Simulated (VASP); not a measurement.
# BeAl15HN16 (a cell with a defect) in VASP: a series of runs

Runs on BeAl15HN16 (a cell with a defect). Level: PBE. Tasks: single point.

Program: VASP 6.6.1. These are calculated values, not measurements. Logs are shortened: lines on timing, memory, paths and dates and some standing lists are left out, and cuts for length are marked.

## (1) The cell of the first run

The cell holds a defect, 33 atoms: a = 6.260 Å, b = 6.260 Å, c = 10.035 Å, α = 90.00°, β = 90.00°, γ = 120.00°.

## (2) Single point, PBE

Input file INCAR:

```
SYSTEM = BeAl15HN16
PREC = Accurate
ENCUT = 520
EDIFF = 1E-6
ISMEAR = 0
SIGMA = 0.01
LREAL = Auto
LASPH = .True.
NELM = 60
ALGO = Normal
ISIF = 2
LWAVE = .False.
LCHARG = .False.
GGA = PE
NBANDS = 86
```

Input file KPOINTS:

```
Automatic mesh
0
Gamma
  1 1 1
  0.25 0.25 0.25
```

Input file POSCAR:

```
BeAl15HN16
1.0
    6.2595139102      0.0000000601      0.0000000000
   -3.1297570100      5.4208980298      0.0000000000
    0.0000000000      0.0000000000     10.0348065900
Al Be N H
15 1 16 1
Direct
    0.3314718160      0.1686378599      0.2409261030
    0.3292344674      0.1707460040      0.7471216867
    0.1646054936      0.3354801899      0.9984501613
    0.3290123929      0.6615806251      0.2540283702
    0.1547500129      0.8183573502      0.5049757599
    0.3318988692      0.6657252858      0.7482873534
    0.1654996992      0.8339721528      0.9985887341
    0.8385495434      0.1710507119      0.2539957070
    0.6816933660      0.3453205623      0.5049566219
    0.8340412775      0.1680304532      0.7483411828
    0.6660570456      0.3345876786      0.9986070567
    0.8328311288      0.6671350012      0.2489262024
    0.6658442313      0.8341786983      0.5015176008
    0.8306434297      0.6694847384      0.7528818706
    0.6641119343      0.8358897042      1.0016395179
    0.1376728439      0.3621359293      0.5156514089
    0.3587381623      0.1413045472      0.4299274305
    0.1671464451      0.3331896392      0.1881024669
    0.3301830987      0.1698272550      0.9386534784
    0.1651427465      0.3343235043      0.6829546035
    0.3223890607      0.6522588757      0.4446072055
    0.1669342073      0.8305766802      0.1883450221
    0.3310548569      0.6690541808      0.9385799551
    0.1643726231      0.8330642520      0.6918674859
    0.8476510898      0.1775574193      0.4445778779
    0.6693988816      0.3329159874      0.1883547815
    0.8309036928      0.1689544834      0.9386559696
    0.6669481857      0.3358304075      0.6918489512
    0.8312403647      0.6688079886      0.4390839875
    0.6658568950      0.8341090101      0.1928556348
    0.8298300111      0.6702426859      0.9414596317
    0.6665311073      0.8334262739      0.6905744296
    0.4513630196      0.0486418643      0.3989017509
```

Potentials or basis: VASP PAW PBE potentials, release 64 (Al, Be, N, H).

Run with:

```
> cat potpaw_PBE.64/Al/POTCAR potpaw_PBE.64/Be/POTCAR potpaw_PBE.64/N/POTCAR potpaw_PBE.64/H/POTCAR > POTCAR
> mpirun -np 1 vasp_std > vasp.out
```

OUTCAR:

```text
SYSTEM = BeAl15HN16
   PREC = Accurate
   ENCUT = 520
   EDIFF = 1E-6
   ISMEAR = 0
   LREAL = Auto
   LASPH = .True.
   NELM = 60
   ISIF = 2
   GGA = PE

 ion  position               nearest neighbor table
   1  0.331  0.169  0.241-  18 1.86  26 1.91  22 1.91  17 1.92  33 2.05   3 3.03  11 3.03   7 3.03
                             8 3.10   4 3.10  12 3.13  12 3.13   4 3.17   8 3.17   9 3.26   5 3.26
   2  0.329  0.171  0.747-  20 1.89  24 1.91  28 1.91  19 1.92   6 3.09   3 3.09   5 3.09  10 3.09
                             9 3.09   7 3.11  11 3.12  14 3.13  14 3.13  10 3.17   6 3.17
   3  0.165  0.335  0.998-  19 1.89  18 1.90  23 1.91  27 1.91   1 3.03   6 3.08  10 3.08   2 3.09
                             8 3.11   4 3.11   7 3.12  11 3.12  15 3.13  15 3.13  11 3.14   7 3.14
   4  0.329  0.662  0.254-  18 1.90  22 1.91  21 1.91  30 1.93   8 3.07  13 3.08   5 3.09   1 3.10
                             3 3.11  15 3.12  12 3.12  12 3.14   7 3.14   1 3.17   8 3.19
   5  0.155  0.818  0.505-  29 1.88  24 1.88  21 1.91  17 1.92  33 2.00  16 2.81   9 2.96   6 3.03
                            14 3.05   2 3.09   4 3.09  12 3.11  13 3.11  13 3.15   1 3.26   9 3.30
   6  0.332  0.666  0.748-  24 1.90  32 1.90  23 1.91  20 1.91  16 2.87   5 3.03  13 3.07   3 3.08
                             2 3.09   7 3.10  14 3.11  15 3.12  10 3.12  10 3.14  14 3.15   2 3.17
   7  0.165  0.834  0.999-  23 1.89  22 1.90  31 1.91  19 1.92   1 3.03  14 3.06  12 3.09   6 3.10
                             2 3.11  15 3.12   3 3.12  11 3.13  11 3.13   3 3.14   4 3.14  15 3.14
   8  0.839  0.171  0.254-  18 1.90  26 1.91  25 1.91  30 1.93   4 3.07  13 3.08   9 3.09   1 3.10
                             3 3.11  15 3.12  12 3.12  12 3.14  11 3.14   1 3.17   4 3.19
   9  0.682  0.345  0.505-  29 1.88  28 1.88  25 1.91  17 1.92  33 2.00  16 2.81   5 2.96  10 3.03
                            14 3.05   2 3.09   8 3.09  12 3.11  13 3.11  13 3.15   1 3.26   5 3.30
  10  0.834  0.168  0.748-  28 1.90  32 1.90  27 1.91  20 1.91  16 2.87   9 3.03  13 3.07   3 3.08
                             2 3.09  11 3.10  14 3.11  15 3.11   6 3.12   6 3.14  14 3.15   2 3.17
  11  0.666  0.335  0.999-  27 1.89  26 1.90  31 1.91  19 1.92   1 3.03  14 3.06  12 3.09  10 3.10
                             2 3.12  15 3.12   3 3.12   7 3.13   7 3.13   3 3.14  15 3.14   8 3.14
  12  0.833  0.667  0.249-  30 1.90  29 1.91  22 1.91  26 1.91  15 3.08  11 3.09   7 3.09   9 3.11
                             5 3.11  13 3.12   8 3.12   4 3.12   1 3.13   1 3.13   4 3.14   8 3.14
  13  0.666  0.834  0.502-  32 1.90  29 1.90  25 1.95  21 1.95   6 3.07  10 3.07   4 3.08   8 3.08
                            14 3.09   9 3.11   5 3.11  12 3.12   5 3.15   9 3.15
  14  0.831  0.669  0.753-  32 1.89  31 1.89  28 1.91  24 1.91   5 3.05   9 3.05   7 3.06  11 3.06
                            15 3.08  13 3.09  10 3.11   6 3.11   2 3.13   2 3.13   6 3.15  10 3.15
  15  0.664  0.836  0.002-  31 1.90  27 1.91  23 1.91  30 1.92  14 3.08  12 3.08  10 3.11   7 3.12
                             6 3.12  11 3.12   8 3.12   4 3.12   3 3.13   3 3.13  11 3.14   7 3.14
  16  0.138  0.362  0.516-  20 1.71  25 1.74  21 1.74   9 2.81   5 2.81   6 2.87  10 2.87
  17  0.359  0.141  0.430-  33 1.05   1 1.92   9 1.92   5 1.92
  18  0.167  0.333  0.188-   1 1.86   4 1.90   8 1.90   3 1.90
  19  0.330  0.170  0.939-   3 1.89   7 1.92  11 1.92   2 1.92
  20  0.165  0.334  0.683-  16 1.71   2 1.89  10 1.91   6 1.91
  21  0.322  0.652  0.445-  16 1.74   5 1.91   4 1.91  13 1.95
  22  0.167  0.831  0.188-   7 1.90   1 1.91  12 1.91   4 1.91
[... 9 lines left out ...]
  32  0.667  0.833  0.691-  14 1.89  13 1.90   6 1.90  10 1.90
  33  0.451  0.049  0.399-  17 1.05   5 2.00   9 2.00   1 2.05

  LATTYP: Found a hexagonal cell.
 ALAT       =     6.2595139102
 C/A-ratio  =     1.6031287308

  Lattice vectors:

 A1 = (   6.2595139102,   0.0000000601,   0.0000000000)
 A2 = (  -3.1297570100,   5.4208980298,   0.0000000000)
 A3 = (   0.0000000000,   0.0000000000,  10.0348065900)

Analysis of symmetry for initial positions (statically):
=====================================================================
 Subroutine PRICEL returns:
 Original cell was already a primitive cell.

 Routine SETGRP: Setting up the symmetry group for a
 hexagonal supercell.

 Subroutine GETGRP returns: Found  1 space group operations
 (whereof  1 operations were pure point group operations)
 out of a pool of 24 trial point group operations.

The static configuration has the point symmetry C_1 .

Analysis of symmetry for dynamics (positions and initial velocities):
=====================================================================
 Subroutine PRICEL returns:
 Original cell was already a primitive cell.

 Routine SETGRP: Setting up the symmetry group for a
 hexagonal supercell.

 Subroutine GETGRP returns: Found  1 space group operations
 (whereof  1 operations were pure point group operations)
 out of a pool of 24 trial point group operations.

The dynamic configuration has the point symmetry C_1 .

 Subroutine INISYM returns: Found  1 space group operations
 (whereof  1 operations are pure point group operations),
 and found     1 'primitive' translations

[... 108 lines left out ...]

 Found      6 irreducible k-points:

 Following reciprocal coordinates:
            Coordinates               Weight
  0.250000  0.250000  0.250000      2.000000
 -0.250000  0.500000  0.250000      2.000000
  0.500000  0.250000  0.250000      2.000000
 -0.250000 -0.250000  0.250000      2.000000
  0.250000  0.500000  0.250000      2.000000
  0.500000 -0.250000  0.250000      2.000000
   k-points           NKPTS =      6   k-points in BZ     NKDIM =      6   number of bands    NBANDS=     86
   number of dos      NEDOS =    301   number of ions     NIONS =     33
   total plane-waves  NPLWV = 184320
   dimension x,y,z NGX =    48 NGY =   48 NGZ =   80
   dimension x,y,z NGXF=    96 NGYF=   96 NGZF=  160
   ions per type =              15   1  16   1
   NGX,Y,Z   is equivalent  to a cutoff of  12.75, 12.75, 13.25 a.u.
   NGXF,Y,Z  is equivalent  to a cutoff of  25.50, 25.50, 26.51 a.u.
 SYSTEM =  BeAl15HN16
   PREC   = accura    normal or accurate (medium, high low for compatibility)
   ISTART =      0    job   : 0-new  1-cont  2-samecut
   ICHARG =      2    charge: 1-file 2-atom 10-const
   ISPIN  =      1    spin polarized calculation?
   LNONCOLLINEAR =      F non collinear calculations
   LSORBIT =      F    spin-orbit coupling
   LASPH  =      T    aspherical Exc in radial PAW
   ENCUT  =  520.0 eV  38.22 Ry    6.18 a.u.  11.64 11.64 18.66*2*pi/ulx,y,z
   NELM   =     60;   NELMIN=  2; NELMDL= -5     # of ELM steps
   EDIFF  = 0.1E-05   stopping-criterion for ELM
   LREAL  =      T    real-space projection
   EDIFFG = 0.1E-04   stopping-criterion for IOM
   NSW    =      0    number of steps for IOM
   IBRION =     -1    ionic relax: 0-MD 1-quasi-New 2-CG
   NFREE  =      0    steps in history (QN), initial steepest desc. (CG)
   ISIF   =      2    stress and relaxation
   ISYM   =      2    0-nonsym 1-usesym 2-fastsym
   POTIM  = 0.5000    time-step for ionic-motion
   TEBEG  =    0.0;   TEEND  =   0.0 temperature during run
   PSTRESS=    0.0 pullay stress
   NELECT =     128.0000    total number of electrons
   NUPDOWN=      -1.0000    fix difference up-down
   EMIN   =  10.00;   EMAX   =-10.00  energy-range for DOS
   EFERMI =   0.00;   METHOD = LEGACY
   ISMEAR =     0;   SIGMA  =   0.01  broadening in eV -4-tet -1-fermi 0-gaus
   EFERMI_NEDOS =   21; number of points for ismear=-14 and -15
   IALGO  =     38    algorithm
   IMIX   =      4    mixing-type and parameters
     AMIX     =   0.40;   BMIX     =  1.00
     AMIX_MAG =   1.60;   BMIX_MAG =  1.00
  volume/ion in A,a.u.               =      10.32        69.63
  Fermi-wavevector in a.u.,A,eV,Ry     =   1.181511  2.232733 18.993310  1.395969
  Thomas-Fermi vector in A             =   2.317783
   LORBIT       =      0    0 simple, 1 ext, 2 COOP (PROOUT), +10 PAW based schemes
   GGA     = PE    functional components
   LHFCALC =     F    Hartree Fock is set to
   AEXX    =    0.0000 exact exchange contribution
   IVDW    =     0    specifies the selected vdW correction
   LEPSILON=     F    determine dielectric tensor
   LRPA    =     F    only Hartree local field effects (RPA)
 non-spin polarized calculation
 Gauss-broadening in eV      SIGMA  =   0.01
  energy-cutoff  :      520.00
  volume of cell :      340.50
 maximum number of plane-waves:      9148
 NGX is ok and might be reduce to    48
   NGX = 23   NGY = 23   NGZ = 37

 number of electron     128.0000001 magnetization

 Free energy of the ion-electron system (eV)
  ---------------------------------------------------
  ext. energy  EPLUGINS =         0.00000000
  ---------------------------------------------------
  free energy    TOTEN  =      -242.45371192 eV

  energy without entropy =     -242.45371192  energy(sigma->0) =     -242.45371192

 E-fermi :   5.4896     XC(G=0): -10.7925

 val. band max:        5.3698896987   @ k =   0.5000   0.2500   0.2500
 cond. band min:      10.8111076371   @ k =  -0.2500  -0.2500   0.2500
 fundamental gap:      5.4412179384
 Fermi energy:         5.4895787822

 k-point     1 :       0.2500    0.2500    0.2500
  band No.  band energies     occupation
      1      -9.8072      2.00000
      2      -8.6543      2.00000
      3      -8.3094      2.00000
      4      -8.0428      2.00000
      5      -7.9952      2.00000
      6      -7.7472      2.00000
[... 463 lines left out ...]
     75      12.6551      0.00000
     76      12.7774      0.00000
 [bands above 76 left out]

------------------------ aborting loop because EDIFF is reached ----------------------------------------

  FORCE on cell =-STRESS in cart. coord.  units (eV):
  Direction    XX          YY          ZZ          XY          YZ          ZX
  --------------------------------------------------------------------------------------
  -------------------------------------------------------------------------------------
  Total       -3.5335531     -5.7793242      4.6997851     -1.9352359      0.3808789     -0.6779098
  in kB      -16.6265196    -27.1936051     22.1140214     -9.1059158      1.7921595     -3.1897867
  external PRESSURE =      -7.2353678 kB  Pullay stress =       0.0000000 kB

 VOLUME and BASIS-vectors are now :
 -----------------------------------------------------------------------------
  energy-cutoff  :      520.00
  volume of cell :      340.50
      direct lattice vectors                 reciprocal lattice vectors
     6.259513910  0.000000060  0.000000000     0.159756813  0.092235641  0.000000000
    -3.129757010  5.420898030  0.000000000    -0.000000002  0.184471279  0.000000000
     0.000000000  0.000000000 10.034806590     0.000000000  0.000000000  0.099653141

 POSITION                                       TOTAL-FORCE (eV/Angst)
 -----------------------------------------------------------------------------------
      1.54706      0.91417      2.41765         0.094027     -0.061249     -0.007530
      1.52645      0.92560      7.49722         0.114026     -0.065382      0.013946
     -0.01962      1.81860     10.01925        -0.123284      0.067587      0.007883
     -0.01113      3.58636      2.54913         0.122929     -0.064278      0.003532
     -1.59260      4.43623      5.06733        -0.075434      0.118717     -0.005678
     -0.00603      3.60883      7.50892         0.112906     -0.074738      0.003865
[... 25 lines left out ...]
      1.56374      4.51792      6.92978        -0.178349      0.101297     -0.005952
      2.67308      0.26368      4.00290         0.139219     -0.079703     -0.042474
 -----------------------------------------------------------------------------------
    total drift:                               -0.015976      0.008845      0.013992

  FREE ENERGIE OF THE ION-ELECTRON SYSTEM (eV)
  ---------------------------------------------------
  free  energy   TOTEN  =      -242.4537119160 eV

  energy  without entropy=     -242.4537119160  energy(sigma->0) =     -242.45371192
```

Run time: 6.4 min. Hardware: 1 thread of Intel Xeon Platinum 8259CL at 2.50GHz (Skylake/Cascade Lake), shared host; peak memory 0.48 GiB.

Results:

* Free energy: -242.4537 eV
* Pressure: -0.7 GPa
* Largest force: 0.260 eV/Å
* Band gap on the k mesh: 5.44 eV

Forces on the atoms (eV/Å):
```
Al   0.094 -0.061 -0.008
Al   0.114 -0.065  0.014
Al  -0.123  0.068  0.008
Al   0.123 -0.064  0.004
Al  -0.075  0.119 -0.006
Al   0.113 -0.075  0.004
Al  -0.114  0.060 -0.002
Al   0.122 -0.077  0.003
Al  -0.143  0.003 -0.004
Al   0.117 -0.063  0.006
Al  -0.109  0.065 -0.002
Al   0.101 -0.060 -0.011
Al  -0.090  0.049 -0.016
Al   0.113 -0.066  0.011
Al  -0.121  0.069  0.001
Be  -0.069  0.041 -0.124
N    0.017 -0.011  0.190
N   -0.184  0.091 -0.038
N    0.180 -0.102 -0.023
N   -0.168  0.120  0.027
N    0.258  0.022 -0.024
N   -0.154  0.102  0.030
N    0.176 -0.101  0.006
N   -0.164  0.102 -0.024
N    0.112 -0.232 -0.026
N   -0.165  0.099  0.029
N    0.180 -0.100 -0.001
N   -0.167  0.078 -0.021
N    0.074 -0.042  0.050
N   -0.179  0.109  0.004
N    0.173 -0.101 -0.010
N   -0.178  0.101 -0.006
H    0.139 -0.080 -0.042
```

Stress tensor (GPa, compression positive):
```
-1.66 -0.91 -0.32
-0.91 -2.72  0.18
-0.32  0.18  2.21
```

Caveat: the k points lie up to 0.58 Å⁻¹ apart.

## (3) Single point, PBE

Input file INCAR:

```
PREC = Accurate
ENCUT = 520
EDIFF = 1E-6
ISMEAR = 0
SIGMA = 0.01
LREAL = Auto
LASPH = T
NELM = 60
ALGO = Normal
ISIF = 2
LWAVE = F
LCHARG = F
GGA = PE
NBANDS = 86
```

KPOINTS is that of step 2.

POSCAR, as its differences from that of step 2:

```diff
@@ -2,5 +2,5 @@
 1.0
-    6.2595139102      0.0000000601      0.0000000000
-   -3.1297570100      5.4208980298      0.0000000000
-    0.0000000000      0.0000000000     10.0348065900
+    6.2595139128      0.0000000578      0.0000000000
+   -3.1297570064      5.4208980350      0.0000000000
+    0.0000000000      0.0000000000     10.0348065929
 Al Be N H
```

Potentials or basis: VASP PAW PBE potentials, release 64 (Al, Be, N, H).

Run with:

```
> cat potpaw_PBE.64/Al/POTCAR potpaw_PBE.64/Be/POTCAR potpaw_PBE.64/N/POTCAR potpaw_PBE.64/H/POTCAR > POTCAR
> mpirun -np 1 vasp_std > vasp.out
```

It took 6.5 min on 1 thread of Intel Xeon Platinum 8259CL at 2.50GHz (Skylake/Cascade Lake), shared host; peak memory 0.48 GiB.

It converged, with:

- Free energy: -242.4537 eV
- Pressure: -0.7 GPa
- Largest force: 0.260 eV/Å
- Band gap on the k mesh: 5.44 eV

Forces in eV/Å, atoms in the order of the input:
```
Al   0.094 -0.061 -0.008
Al   0.114 -0.065  0.014
Al  -0.123  0.068  0.008
Al   0.123 -0.064  0.004
Al  -0.075  0.119 -0.006
Al   0.113 -0.075  0.004
Al  -0.114  0.060 -0.002
Al   0.122 -0.077  0.003
Al  -0.143  0.003 -0.004
Al   0.117 -0.063  0.006
Al  -0.109  0.065 -0.002
Al   0.101 -0.060 -0.011
Al  -0.090  0.049 -0.016
Al   0.113 -0.066  0.011
Al  -0.121  0.069  0.001
Be  -0.069  0.041 -0.124
N    0.017 -0.011  0.190
N   -0.184  0.091 -0.038
N    0.180 -0.102 -0.023
N   -0.168  0.120  0.027
N    0.258  0.022 -0.024
N   -0.154  0.102  0.030
N    0.176 -0.101  0.006
N   -0.164  0.102 -0.024
N    0.112 -0.232 -0.026
N   -0.165  0.099  0.029
N    0.180 -0.100 -0.001
N   -0.167  0.078 -0.021
N    0.074 -0.042  0.050
N   -0.179  0.109  0.004
N    0.173 -0.101 -0.010
N   -0.178  0.101 -0.006
H    0.139 -0.080 -0.042
```

Stress tensor (GPa, compression positive):
```
-1.66 -0.91 -0.32
-0.91 -2.72  0.18
-0.32  0.18  2.21
```

Levels at points of the mesh, in eV from the valence-band top:
```tsv
k point	band 61	band 62	band 63	band 64	band 65	band 66	band 67	band 68
(0.25, 0.25, 0.25)	-0.39	-0.30	-0.27	-0.04	5.44	6.11	6.29	6.44
```

Caveat: the k points lie up to 0.58 Å⁻¹ apart.
